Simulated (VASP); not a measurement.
# Si16Ge (a cell with a defect) in VASP: further runs

Runs on Si16Ge (a cell with a defect). Level: PBE+D3(BJ). Tasks: single point.

All numbers are computed with VASP 6.6.1; they aren't measurements. Logs are shortened: lines on timing, memory, paths and dates and some standing lists are left out, and cuts for length are marked.

### Step 1. The cell of the first run

The cell holds a defect, 17 atoms: a = 7.679 Å, b = 7.679 Å, c = 7.679 Å, α = 60.00°, β = 60.00°, γ = 60.00°.

### Step 2. Single point, PBE+D3(BJ)

Input file INCAR:

```
PREC = Accurate
ENCUT = 520
EDIFF = 1E-7
ISMEAR = -1
SIGMA = 0.02
LREAL = Auto
LASPH = T
NELM = 80
ALGO = Normal
ISIF = 2
LWAVE = F
LCHARG = F
GGA = PE
IVDW = 12
NBANDS = 53
```

Input file KPOINTS:

```
Automatic mesh
0
Gamma
  2 2 2
```

Input file POSCAR:

```
Si16Ge
1.0
    0.0000000000      5.4300000000      5.4300000000
    5.4300000000      0.0000000000      5.4300000000
    5.4300000000      5.4300000000      0.0000000000
Si Ge
16 1
Direct
    0.3276427256     -0.1686740331     -0.0802946593
    0.3774217311     -0.2682688766      0.2445119705
    0.0772467772     -0.0322928177      0.5311325967
    0.0155524862      0.2281675875      0.7230110497
    0.2529558011      0.2792357274     -0.0958655617
    0.2059944751      0.5270810313      0.0774309392
    0.0671270718      0.5624677716      0.4001473297
    0.2416482505      0.5992173112      0.6081860037
    0.7276151013     -0.0868232044     -0.0264364641
    0.5241068140      0.1940331492      0.1166666667
    0.4269705341      0.0507274401      0.5216298343
    0.6280939227      0.0477808471      0.6766574586
    0.6079926335      0.5467955801     -0.1452670350
    0.7660036832      0.5264825046      0.0766114180
    0.4879465930      0.3551289134      0.3947605893
    0.6526427256      0.4807826888      0.5614456722
    0.8508563536      0.1057182320      0.2599723757
```

Potentials or basis: VASP PAW PBE potentials, release 64 (Si, Ge_d).

Launch:

```console
cat potpaw_PBE.64/Si/POTCAR potpaw_PBE.64/Ge_d/POTCAR > POTCAR
mpirun -np 1 vasp_std > vasp.out
```

OUTCAR:

```text
PREC = Accurate
   ENCUT = 520
   EDIFF = 1E-7
   ISMEAR = -1
   LREAL = Auto
   LASPH = T
   NELM = 80
   ISIF = 2
   GGA = PE
   IVDW = 12
 IVDW          = 12

 ion  position               nearest neighbor table
   1  0.328  0.831  0.920-  13 2.23   2 2.39   6 2.45  11 2.56  12 2.83   4 3.00   5 3.14
   2  0.377  0.732  0.245-   8 2.29  15 2.37   1 2.39  14 2.56   7 2.74   3 2.86   9 2.96
   3  0.077  0.968  0.531-   8 2.33   4 2.77  17 2.84   2 2.86  12 2.87  11 3.02   9 3.08
   4  0.016  0.228  0.723-   7 2.56  11 2.67   3 2.77  13 2.91  16 2.95   1 3.00   5 3.03
   5  0.253  0.279  0.904-   8 2.37   6 2.62  12 2.73  10 2.90   4 3.03  14 3.13   1 3.14
   6  0.206  0.527  0.077-   7 2.26   1 2.45  10 2.51   5 2.62  13 2.72
   7  0.067  0.562  0.400-   6 2.26   4 2.56   8 2.72   2 2.74  15 2.79  16 3.06
   8  0.242  0.599  0.608-   2 2.29   3 2.33   5 2.37  15 2.49  16 2.69   7 2.72
   9  0.728  0.913  0.974-  12 2.33  10 2.36  14 2.56   2 2.96   3 3.08
  10  0.524  0.194  0.117-   9 2.36   6 2.51  11 2.55  13 2.61  15 2.81  17 2.88   5 2.90
  11  0.427  0.051  0.522-  15 2.23  12 2.36  10 2.55   1 2.56   4 2.67  17 2.97   3 3.02
  12  0.628  0.048  0.677-   9 2.33  11 2.36  15 2.47  17 2.69   5 2.73   1 2.83   3 2.87  16 3.06

  13  0.608  0.547  0.855-   1 2.23  16 2.38  14 2.45  10 2.61   6 2.72   4 2.91
  14  0.766  0.526  0.077-  13 2.45   2 2.56   9 2.56  15 2.58  17 2.67   5 3.13
  15  0.488  0.355  0.395-  11 2.23   2 2.37  12 2.47   8 2.49  17 2.50  14 2.58   7 2.79  10 2.81
                            16 2.87
  16  0.653  0.481  0.561-  13 2.38   8 2.69  15 2.87   4 2.95   7 3.06  12 3.06
  17  0.851  0.106  0.260-  15 2.50  14 2.67  12 2.69   3 2.84  10 2.88  11 2.97

  LATTYP: Found a face centered cubic cell.
 ALAT       =    10.8600000000

  Lattice vectors:

 A1 = (   0.0000000000,   5.4300000000,   5.4300000000)
 A2 = (   5.4300000000,   0.0000000000,   5.4300000000)
 A3 = (   5.4300000000,   5.4300000000,   0.0000000000)

Analysis of symmetry for initial positions (statically):
=====================================================================
 Subroutine PRICEL returns:
 Original cell was already a primitive cell.

 Routine SETGRP: Setting up the symmetry group for a
 face centered cubic supercell.

 Subroutine GETGRP returns: Found  1 space group operations
 (whereof  1 operations were pure point group operations)
 out of a pool of 48 trial point group operations.

The static configuration has the point symmetry C_1 .

Analysis of symmetry for dynamics (positions and initial velocities):
=====================================================================
 Subroutine PRICEL returns:
 Original cell was already a primitive cell.

 Routine SETGRP: Setting up the symmetry group for a
 face centered cubic supercell.

 Subroutine GETGRP returns: Found  1 space group operations
 (whereof  1 operations were pure point group operations)
 out of a pool of 48 trial point group operations.

The dynamic configuration has the point symmetry C_1 .

 Subroutine INISYM returns: Found  1 space group operations
 (whereof  1 operations are pure point group operations),
 and found     1 'primitive' translations

----------------------------------------------------------------------------------------

                                     Primitive cell

  volume of cell :     320.2060

  direct lattice vectors                    reciprocal lattice vectors
     0.000000000  5.430000000  5.430000000    -0.092081031  0.092081031  0.092081031
     5.430000000  0.000000000  5.430000000     0.092081031 -0.092081031  0.092081031
     5.430000000  5.430000000  0.000000000     0.092081031  0.092081031 -0.092081031

  length of vectors
     7.679179644  7.679179644  7.679179644     0.159489025  0.159489025  0.159489025

  position of ions in fractional coordinates (direct lattice)
     0.327642726  0.831325967  0.919705341
     0.377421731  0.731731123  0.244511970
     0.077246777  0.967707182  0.531132597
     0.015552486  0.228167588  0.723011050
     0.252955801  0.279235727  0.904134438
     0.205994475  0.527081031  0.077430939
[... 9 lines left out ...]
     0.652642726  0.480782689  0.561445672
     0.850856354  0.105718232  0.259972376

  ion indices of the primitive-cell ions
   primitive index   ion index
                 1           1
                 2           2
                 3           3
                 4           4
                 5           5
                 6           6
[... 9 lines left out ...]
                16          16
                17          17

----------------------------------------------------------------------------------------

 KPOINTS: Automatic mesh

Automatic generation of k-mesh.
 Grid dimensions read from file:
 generate k-points for:    2    2    2

 Generating k-lattice:

  Cartesian coordinates                     Fractional coordinates (reciprocal lattice)
    -0.046040516  0.046040516  0.046040516     0.500000000  0.000000000  0.000000000
     0.046040516 -0.046040516  0.046040516     0.000000000  0.500000000  0.000000000
     0.046040516  0.046040516 -0.046040516     0.000000000  0.000000000  0.500000000

  Length of vectors
     0.079744512  0.079744512  0.079744512

  Shift w.r.t. Gamma in fractional coordinates (k-lattice)
     0.000000000  0.000000000  0.000000000

 Subroutine IBZKPT returns following result:
 ===========================================

 Found      8 irreducible k-points:

 Following reciprocal coordinates:
            Coordinates               Weight
  0.000000  0.000000  0.000000      1.000000
  0.500000  0.000000  0.000000      1.000000
  0.000000  0.500000  0.000000      1.000000
  0.000000  0.000000  0.500000      1.000000
  0.500000  0.500000  0.500000      1.000000
  0.500000  0.500000  0.000000      1.000000
  0.000000  0.500000  0.500000      1.000000
  0.500000  0.000000  0.500000      1.000000
   k-points           NKPTS =      8   k-points in BZ     NKDIM =      8   number of bands    NBANDS=     53
   number of dos      NEDOS =    301   number of ions     NIONS =     17
   total plane-waves  NPLWV = 216000
   dimension x,y,z NGX =    60 NGY =   60 NGZ =   60
   dimension x,y,z NGXF=   120 NGYF=  120 NGZF=  120
   ions per type =              16   1
   NGX,Y,Z   is equivalent  to a cutoff of  12.99, 12.99, 12.99 a.u.
   NGXF,Y,Z  is equivalent  to a cutoff of  25.98, 25.98, 25.98 a.u.
 SYSTEM =  unknown system
   PREC   = accura    normal or accurate (medium, high low for compatibility)
   ISTART =      0    job   : 0-new  1-cont  2-samecut
   ICHARG =      2    charge: 1-file 2-atom 10-const
   ISPIN  =      1    spin polarized calculation?
   LNONCOLLINEAR =      F non collinear calculations
   LSORBIT =      F    spin-orbit coupling
   LASPH  =      T    aspherical Exc in radial PAW
   ENCUT  =  520.0 eV  38.22 Ry    6.18 a.u.  14.28 14.28 14.28*2*pi/ulx,y,z
   NELM   =     80;   NELMIN=  2; NELMDL= -5     # of ELM steps
   EDIFF  = 0.1E-06   stopping-criterion for ELM
   LREAL  =      T    real-space projection
   EDIFFG = 0.1E-05   stopping-criterion for IOM
   NSW    =      0    number of steps for IOM
   IBRION =     -1    ionic relax: 0-MD 1-quasi-New 2-CG
   NFREE  =      0    steps in history (QN), initial steepest desc. (CG)
   ISIF   =      2    stress and relaxation
   ISYM   =      2    0-nonsym 1-usesym 2-fastsym
   POTIM  = 0.5000    time-step for ionic-motion
   TEBEG  =    0.0;   TEEND  =   0.0 temperature during run
   PSTRESS=    0.0 pullay stress
   NELECT =      78.0000    total number of electrons
   NUPDOWN=      -1.0000    fix difference up-down
   EMIN   =  10.00;   EMAX   =-10.00  energy-range for DOS
   EFERMI =   0.00;   METHOD = LEGACY
   ISMEAR =    -1;   SIGMA  =   0.02  broadening in eV -4-tet -1-fermi 0-gaus
   EFERMI_NEDOS =   21; number of points for ismear=-14 and -15
   IALGO  =     38    algorithm
   IMIX   =      4    mixing-type and parameters
     AMIX     =   0.40;   BMIX     =  1.00
     AMIX_MAG =   1.60;   BMIX_MAG =  1.00
  volume/ion in A,a.u.               =      18.84       127.11
  Fermi-wavevector in a.u.,A,eV,Ry     =   1.022421  1.932096 14.222785  1.045345
  Thomas-Fermi vector in A             =   2.156100
   LORBIT       =      0    0 simple, 1 ext, 2 COOP (PROOUT), +10 PAW based schemes
   GGA     = PE    functional components
   LHFCALC =     F    Hartree Fock is set to
   AEXX    =    0.0000 exact exchange contribution
   IVDW    =    12    specifies the selected vdW correction
   LEPSILON=     F    determine dielectric tensor
   LRPA    =     F    only Hartree local field effects (RPA)
 non-spin polarized calculation
  energy-cutoff  :      520.00
  volume of cell :      320.21
 maximum number of plane-waves:      8646
 NGX is ok and might be reduce to    60
   NGX = 29   NGY = 29   NGZ = 29

 number of electron      77.9999999 magnetization

 Free energy of the ion-electron system (eV)
  ---------------------------------------------------
  ext. energy  EPLUGINS =         0.00000000
  ---------------------------------------------------
  free energy    TOTEN  =       -79.49848148 eV

  energy without entropy =      -79.48408299  energy(sigma->0) =      -79.49128224

 E-fermi :   6.7586     XC(G=0):  -9.9739

 val. band max:        6.7567608226   @ k =   0.5000   0.5000   0.0000
 cond. band min:       6.7726327094   @ k =   0.5000   0.0000   0.5000
 fundamental gap:      0.0158718868
 Fermi energy:         6.7585935379

 k-point     1 :       0.0000    0.0000    0.0000
  band No.  band energies     occupation
      1     -17.8749      2.00000
      2     -17.8712      2.00000
      3     -17.8643      2.00000
      4     -17.8455      2.00000
      5     -17.8392      2.00000
      6      -6.5911      2.00000
[... 43 lines left out ...]
     50       8.5263      0.00000
     51       8.6657      0.00000

 k-point     2 :       0.5000    0.0000    0.0000
  band No.  band energies     occupation
      1     -17.8749      2.00000
      2     -17.8712      2.00000
      3     -17.8643      2.00000
      4     -17.8455      2.00000
      5     -17.8392      2.00000
      6      -6.3576      2.00000
[... 316 lines left out ...]
 k-point     8 :       0.5000    0.0000    0.5000
  band No.  band energies     occupation
      1     -17.8749      2.00000
      2     -17.8712      2.00000
      3     -17.8643      2.00000
      4     -17.8455      2.00000
      5     -17.8392      2.00000
      6      -6.0641      2.00000
[... 43 lines left out ...]
     50       9.5431      0.00000
     51       9.7025      0.00000
 [bands above 51 left out]

------------------------ aborting loop because EDIFF is reached ----------------------------------------

 Edisp (eV)   -6.11006

 E8    (eV) :    -2.5226

  FORCE on cell =-STRESS in cart. coord.  units (eV):
  Direction    XX          YY          ZZ          XY          YZ          ZX
  --------------------------------------------------------------------------------------
  -------------------------------------------------------------------------------------
  Total       3.32703    -0.83950    -3.85403     0.57401     1.17236    -1.78047
  in kB      16.64706    -4.20050   -19.28397     2.87213     5.86600    -8.90872
  external pressure =       -2.28 kB  Pullay stress =        0.00 kB

 VOLUME and BASIS-vectors are now :
 -----------------------------------------------------------------------------
  energy-cutoff  :      520.00
  volume of cell :      320.21
      direct lattice vectors                 reciprocal lattice vectors
     0.000000000  5.430000000  5.430000000    -0.092081031  0.092081031  0.092081031
     5.430000000  0.000000000  5.430000000     0.092081031 -0.092081031  0.092081031
     5.430000000  5.430000000  0.000000000     0.092081031  0.092081031 -0.092081031

 POSITION                                       TOTAL-FORCE (eV/Angst)
 -----------------------------------------------------------------------------------
      9.50810      6.77310      6.29320         1.213425     -1.225263     -0.375068
      5.30100      3.37710      6.02270        -0.147568     -0.984897      1.348408
      8.13870      3.30350      5.67410         0.293471     -0.410102      0.197060
      5.16490      4.01040      1.32340        -0.123721     -0.106961     -0.091760
      6.42570      6.28300      2.88980         0.578319      0.008495     -0.585697
      3.28250      1.53900      3.98060        -0.984350     -0.634133      0.086700
[... 9 lines left out ...]
      5.65930      6.59250      6.15450        -0.434173     -0.146549      0.039881
      1.98570      6.03180      5.19420        -1.069092      1.056132      0.445429
 -----------------------------------------------------------------------------------
    total drift:                                0.000823     -0.001808     -0.004911

  FREE ENERGIE OF THE ION-ELECTRON SYSTEM (eV)
  ---------------------------------------------------
  free  energy   TOTEN  =       -85.6085448750 eV

  energy  without entropy=      -85.5941463921  energy(sigma->0) =      -85.60134563
```

Run time: 2.9 min. Hardware: 1 thread of Intel Xeon 6975P-C (Granite Rapids), shared host; peak memory 0.48 GiB.

What came out:

* Free energy: -85.6085 eV
* Pressure: -0.2 GPa
* Largest force: 2.452 eV/Å
* Band gap on the k mesh: zero (band 39 reaches 6.90 eV, above the bottom of band 40 at 6.59 eV)
* Dispersion energy per atom: -0.359 eV

Forces in eV/Å, atoms in the order of the input:
```
Si   1.213 -1.225 -0.375
Si  -0.148 -0.985  1.348
Si   0.293 -0.410  0.197
Si  -0.124 -0.107 -0.092
Si   0.578  0.008 -0.586
Si  -0.984 -0.634  0.087
Si   1.111 -0.044 -0.729
Si   0.923  0.669 -0.354
Si  -0.521  0.887  0.005
Si   0.799 -0.226  0.227
Si  -1.240 -0.666 -2.007
Si   0.413  0.286  0.891
Si  -1.322  1.305 -0.615
Si  -0.034  0.417  0.305
Si   0.546 -0.185  1.211
Si  -0.434 -0.147  0.040
Ge  -1.069  1.056  0.445
```

Caveat: the k points lie up to 0.50 Å⁻¹ apart.

[end of part 1 of 2]
